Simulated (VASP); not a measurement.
Here is a VASP 6.6.1 calculation.

File INCAR:

```
PREC = Accurate
ENCUT = 520
EDIFF = 1E-7
ISMEAR = 0
SIGMA = 0.15
LREAL = False
LASPH = True
NELM = 80
ALGO = Fast
ISIF = 2
LWAVE = False
LCHARG = False
GGA = PS
NBANDS = 26
```

KPOINTS

```
Automatic mesh
0
Gamma
  14 14 14
```

Contents of POSCAR:

```
AlCu3
1.0
    3.6318704096      0.0000000000      0.0000000000
    0.0000000000      3.6318704096      0.0000000000
    0.0000000000      0.0000000000      3.6318704096
Al Cu
1 3
Direct
   -0.0619515496      0.0000000000      0.0000000000
    0.5000000000      0.5000000000      0.0000000000
    0.5000000000      0.0000000000      0.5000000000
    0.0000000000      0.5000000000      0.5000000000
```

Potentials or basis: VASP PAW PBE potentials, release 64 (Al, Cu).

The run is started by

```console
$ cat potpaw_PBE.64/Al/POTCAR potpaw_PBE.64/Cu/POTCAR > POTCAR
$ mpirun -np 1 vasp_std > vasp.out
```

**Question.** Estimate the pressure.

**Answer.** 2.5 GPa.

**Question.** Estimate the band gap on the k mesh.

**Answer.** Zero (band 18 reaches 12.40 eV, above the bottom of band 19 at 6.79 eV).

**Question.** Predict the largest force.

**Answer.** 1.700 eV/Å.

Forces in eV/Å, atoms in the order of the input:
```
Al   1.700  0.000  0.000
Cu  -0.817  0.000  0.000
Cu  -0.817  0.000  0.000
Cu  -0.066  0.000  0.000
```

Caveat: the cell differs from its parent crystal (atom 1 (Al) moved +0.225 Å towards its neighbour atom 1 (Al) at 3.632 Å); the PAW data sets were made with another functional, which shifts forces and pressure a little.
